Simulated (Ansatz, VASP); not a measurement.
One calculation of BP, two programs

```
B P
1.0
     3.19555    0.00000    0.00000
    -1.59777    2.76743    0.00000
     0.00000    0.00000   23.80000
B P
1 1
Direct
  0.33333 0.66667 0.29412
  0.66667 0.33333 0.29412
```

Alike in both runs: functional PBEsol; dispersion D4; k mesh 12 × 12 × 1; occupations gaussian, width 0.03 eV; no spin polarisation.

Ansatz relaxed the structure, and its values are those at the end. VASP's run is a single point on that final structure, the one shown.

|  | VASP | Ansatz |
| --- | --- | --- |
| version | VASP 6.6.1 | Ansatz 0.2.0 |
| potentials or method | VASP PAW PBE potentials, release 64 (B, P), cutoff 420 eV | scalar-relativistic, plane waves, PAW |
| valence electrons in the cell | 8 | 8 |

|  | VASP | Ansatz | Ansatz less VASP |
| --- | --- | --- | --- |
| gap on the k mesh at the Fermi level (eV) | 0.87 | 0.85 | -0.013 |
| least direct gap on the mesh (eV) | 0.87 | 0.85 | -0.013 |

VASP's potentials were made for PBE, not for PBEsol, and Ansatz warns of the same on its side. Ansatz's warnings: slab cell height set, structure snapped to symmetry.
